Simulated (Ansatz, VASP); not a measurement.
**Ga2Cu in VASP and in Ansatz**

```xyz
3
Lattice="2.7722 0.0000 0.0000 0.0000 2.7722 0.0000 0.0000 0.0000 5.6679" Properties=species:S:1:pos:R:3 pbc="T T T"
Ga    1.3861    1.3861    1.6050
Ga    1.3861    1.3861    4.0629
Cu    0.0000    0.0000    0.0000
```

Alike in both runs: functional LDA; k mesh 16 × 16 × 8; occupations fermi-dirac, width 0.15 eV; no spin polarisation.

Ansatz relaxed the structure, and its values are those at the end. VASP's run is a single point on that final structure, the one shown.

|  | VASP | Ansatz |
| --- | --- | --- |
| version | VASP 6.6.1 | Ansatz 0.2.0 |
| potentials or method | VASP PAW LDA potentials, release 64 (Ga_d, Cu), cutoff 520 eV | scalar-relativistic, plane waves, PAW |
| valence electrons in the cell | 37 | 45 |

```tsv
	VASP	Ansatz	Ansatz less VASP
gap on the k mesh at the Fermi level (eV)	none	none	-
pressure (GPa)	0.5	0.0	-0.48
rms of the force components (eV/Å)	0.008	0.000	-0.0076
```

LDA's correlation is that of Perdew and Zunger in VASP and of Perdew and Wang (1992) in Ansatz. A gap of «none» marks a metal or a gap that the smearing closes. VASP's potentials hold 37 valence electrons a cell and Ansatz's 45, so a difference there can come from the potentials and not from the codes.
